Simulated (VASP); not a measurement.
Runs of VASP 6.6.1 on Fe. The structure is that of space group Pm-3m (No. 221), or close to it. The cells are those of the table. This isn't the form of Fe at room conditions, which is bcc.

```csv
task,cell,k mesh,cutoff (eV),gap on the mesh (eV),pressure (GPa),moment (μB)
single point,"a = 2.329 Å, 1 atom",13 × 13 × 13,520,none,-0.3,2.36
single point,"a = 2.329 Å, 1 atom",22 × 22 × 22,520,none,-1.0,2.30
single point,"a = 2.419 Å, 1 atom",15 × 15 × 15,520,none,-13.6,(b)
single point,"a = 2.329 Å, 1 atom",15 × 15 × 15,520,none,-1.1,2.30
relaxation of cell and atoms,"relaxed from a = 2.334 Å, 1 atom",13 × 13 × 13,600,none,0.1,2.35
single point,"a = 2.232 Å, 1 atom",15 × 15 × 15,520,none,21.4,1.96
single point,"a = 2.390 Å, 1 atom",15 × 15 × 15,520,none,-10.9,2.39
single point,"a = 2.298 Å, 1 atom",15 × 15 × 15,520,none,(c),2.24
single point,"a = 2.360 Å, 1 atom",15 × 15 × 15,520,none,(a),2.35
single point,"a = 2.265 Å, 1 atom",15 × 15 × 15,520,none,13.9,2.16
```

Alike in all rows: level PBEsol; potentials or basis VASP PAW PBE potentials, release 64 (Fe); spin collinear, ferromagnetic start; smearing fermi-dirac 0.05 eV.

Q: Estimate the missing entries.

A: (a) -6.5; (b) 2.48; (c) 5.7.

Caveats: the PAW data sets were made with another functional, which shifts forces and pressure a little; the cell stands under tension (at least some runs); the cell stands under pressure (at least some runs).

A gap of «none» marks levels without a gap at the run's occupations.
